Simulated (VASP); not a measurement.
KBr:

```xyz
2
Lattice="0.0000 3.3434 3.3434 3.3434 0.0000 3.3434 3.3434 3.3434 0.0000" Properties=species:S:1:pos:R:3 pbc="T T T"
Br    3.3434    3.3434    3.3434
K     0.0000    0.0000    0.0000
```

Base run:

```yaml
Program: VASP 6.6.1
Functional: BLYP
Potentials_or_basis: VASP PAW PBE potentials, release 64 (Br, K_sv)
Cutoff: 520 eV
k_mesh: 7 × 7 × 7
Occupations: fermi-dirac, width 0.05 eV
Spin: no spin polarisation
```

Its results: band gap on the k mesh 4.34 eV, direct; pressure 0.8 GPa.

Task: The run is repeated on the same cell with these changes: functional from BLYP to r2SCAN. What comes out?

Result: Band gap on the k mesh 4.97 eV, direct; pressure -0.5 GPa.

r2SCAN gives the wider gap, since meta-GGAs in the generalised Kohn-Sham scheme recover part of the derivative discontinuity.

Caveats: the PAW data sets were made with another functional, which shifts forces and pressure a little.

A k mesh can miss the band edges.
